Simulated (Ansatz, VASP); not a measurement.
ZnSe: VASP beside Ansatz

```
Zn Se
1.0
     0.00000    2.83242    2.83242
     2.83242    0.00000    2.83242
     2.83242    2.83242    0.00000
Zn Se
1 1
Direct
  0.00000 0.00000 0.00000
  0.25000 0.25000 0.25000
```

Alike in both runs: task single point; functional PBE-based screened hybrid; k mesh 4 × 4 × 4; no spin polarisation.

```csv
,VASP,Ansatz
version,VASP 6.6.1,Ansatz 0.2.0
potentials or method,"VASP PAW PBE potentials, release 64 (Zn, Se)",plane waves
plane-wave cutoff (eV),520,420
occupations,"gaussian, width 0.01 eV",fixed
valence electrons in the cell,18,28
```

```csv
,VASP,Ansatz,Ansatz less VASP
gap on the k mesh at the Fermi level (eV),2.04,2.05,+0.008
pressure (GPa),1.9,1.9,-0.07
```

VASP's potentials were made for PBE, not for PBE-based screened hybrid. VASP's potentials hold 18 valence electrons a cell and Ansatz's 28, so a difference there can come from the potentials and not from the codes. Ansatz's warnings: stress exchange threshold loose, stress scf threshold loose.

The k mesh is coarse, so the values compare programs but aren't converged.
